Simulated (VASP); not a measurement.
Crystal: C.

```xyz
12
Lattice="2.5221 0.0000 0.0000 -1.2611 2.1842 0.0000 0.0000 0.0000 12.3557" Properties=species:S:1:pos:R:3 pbc="T T T"
C     1.2611    0.7281    4.3760
C     0.0000    1.4561   10.5539
C     1.2611    0.7281    1.8018
C     0.0000    1.4561    7.9797
C     1.2611    0.7281    5.9205
C     0.0000    1.4561   12.0983
C     1.2611    0.7281    0.2574
C     0.0000    1.4561    6.4352
C     0.0000    0.0000   10.0390
C     0.0000    0.0000    3.8612
C     0.0000    0.0000    8.4945
C     0.0000    0.0000    2.3167
```

Base run:

* Program: VASP 6.6.1
* Functional: revPBE
* Potentials or basis: VASP PAW PBE potentials, release 64 (C)
* Cutoff: 520 eV
* k mesh: 12 × 12 × 3
* Occupations: fermi-dirac, width 0.05 eV
* Spin: no spin polarisation

Its results: band gap on the k mesh 4.37 eV, indirect (least direct gap 5.30 eV); pressure 7.3 GPa; largest force 0.331 eV/Å.

Question: After a change of settings the same cell gave: band gap on the k mesh 4.38 eV, indirect (least direct gap 5.30 eV); pressure 2.7 GPa; largest force 0.332 eV/Å. Which change was it?
A. functional from revPBE to RPBE
B. functional from revPBE to PBE; occupations from fermi-dirac, width 0.05 eV to gaussian, width 0.013 eV
C. functional from revPBE to LDA; potentials or basis from VASP PAW PBE potentials, release 64 (C) to VASP PAW LDA potentials, release 64 (C)
D. functional from revPBE to PBEsol

Answer: B.

Caveats: the PAW data sets were made with another functional, which shifts forces and pressure a little (some runs).
